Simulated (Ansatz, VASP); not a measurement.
# AlN: VASP beside Ansatz

File POSCAR:

```
AlN
1.0
    3.1998945732      0.0000000000      0.0000000000
   -1.5999472866      2.7711899898      0.0000000000
    0.0000000000      0.0000000000      5.1279492955
Al N
2 2
Direct
    0.3333333333      0.6666666667     -0.0029868367
    0.6666666667      0.3333333333      0.4970131633
    0.3333333333      0.6666666667      0.3779868367
    0.6666666667      0.3333333333      0.8779868367
```

INCAR.step1

```
SYSTEM = AlN
PREC = Accurate
ENCUT = 520
ISMEAR = 0
SIGMA = 0.01
LREAL = .FALSE.
LASPH = .TRUE.
NELM = 80
NBANDS = 16
GGA = PE
ALGO = Normal
EDIFF = 1E-4
LWAVE = .TRUE.
LCHARG = .FALSE.
```

The input INCAR.step2:

```
SYSTEM = AlN
PREC = Accurate
ENCUT = 520
EDIFF = 1E-6
ISMEAR = 0
SIGMA = 0.01
LREAL = .FALSE.
LASPH = .TRUE.
NELM = 80
ALGO = Normal
ISIF = 2
LWAVE = .FALSE.
LCHARG = .TRUE.
METAGGA = R2SCAN
LMIXTAU = .TRUE.
LELF = .TRUE.
LVHAR = .TRUE.
NBANDS = 16
ISTART = 1
```

File KPOINTS:

```
regular mesh
0
G
  12 12 6
  0 0 0
```

Input for Ansatz:

```yaml
crystal:
  lattice:
    - [3.1998945732, 0.0, 0.0]
    - [-1.5999472866, 2.7711899898, 0.0]
    - [0.0, 0.0, 5.1279492955]
  atoms:
    - { symbol: Al, position: [0.3333333333, 0.6666666667, -0.0029868367] }
    - { symbol: Al, position: [0.6666666667, 0.3333333333, 0.4970131633] }
    - { symbol: "N", position: [0.3333333333, 0.6666666667, 0.3779868367] }
    - { symbol: "N", position: [0.6666666667, 0.3333333333, 0.8779868367] }
kpoints:
  mp_grid: { grid: [12, 12, 6] }
  band_path:
    path:
      - [0.0, 0.0, 0.0]
      - [0.5, 0.0, 0.0]
      - [0.3333333333, 0.3333333333, 0.0]
      - [0.0, 0.0, 0.5]
      - [0.5, 0.0, 0.5]
      - [0.3333333333, 0.3333333333, 0.5]
    npoints: 1
hamiltonian:
  xc: r2scan
scf:
  occupations: { method: fixed }
  n_extra_bands: 5
output:
  forces: true
  stress: true
  eigenvalues: true
```

Change from the starting cell: hydrostatic strain +3.0%.

Alike in both runs: task single point; functional r2SCAN; k mesh 12 × 12 × 6; no spin polarisation.

```csv
,VASP,Ansatz
version,VASP 6.6.1,Ansatz 0.2.0
potentials or method,"VASP PAW PBE potentials, release 64 (Al, N)","plane waves, PAW"
plane-wave cutoff (eV),520,500
occupations,"gaussian, width 0.01 eV",fixed
valence electrons in the cell,16,16
```

```csv
,VASP,Ansatz,Ansatz less VASP
gap on the k mesh at the Fermi level (eV),4.13,4.09,-0.035
pressure (GPa),-16.2,-15.8,+0.40
"traceless stress, the component that is largest in VASP (GPa)",0.87,0.86,-0.010
```

VASP's potentials were made for PBE, not for r2SCAN.
